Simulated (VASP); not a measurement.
## GaAs: single point with PBE

Crystal: GaAs.

```xyz
2
Lattice="0.0000 2.7983 2.7983 2.7983 0.0000 2.7983 2.7983 2.7983 0.0000" Properties=species:S:1:pos:R:3 pbc="T T T"
As    4.1974    4.1974    4.1974
Ga    0.0000    0.0000    0.0000
```

```yaml
Program: VASP 6.6.1
Task: single point
Functional: PBE
Potentials_or_basis: VASP PAW PBE potentials, release 64 (As, Ga_d)
Cutoff: 520 eV
k_mesh: 12 × 12 × 12
Occupations: fermi-dirac, width 0.02 eV
Spin: no spin polarisation
Dipole_correction: no
Further_INCAR_settings: ALGO = Normal; EDIFF = 1e-06; NBANDS = 16
```

```
Pressure               : 6.0 GPa
Band gap on the k mesh : 0.75 eV
```

Levels at points of the mesh, in eV from the valence-band top:
```csv
k point,band 5,band 6,band 7,band 8,band 9,band 10,band 11,band 12,band 13,band 14
"(0.00, 0.00, 0.00)",-14.78,-12.95,0.00,0.00,0.00,0.75,3.74,3.74,3.74,7.68
"(0.50, 0.00, 0.00)",-14.77,-11.09,-6.81,-1.19,-1.19,1.09,4.64,4.64,7.78,10.63
"(0.50, 0.50, 0.00)",-14.76,-10.31,-6.96,-2.79,-2.79,1.40,1.64,10.41,10.41,11.26
```

Run time: 84 s on 1 thread of Intel Xeon 8259CL, with other jobs on the host, peak memory 0.2 GiB.

Caveat: the cell stands under pressure. A k mesh can miss the band edges.
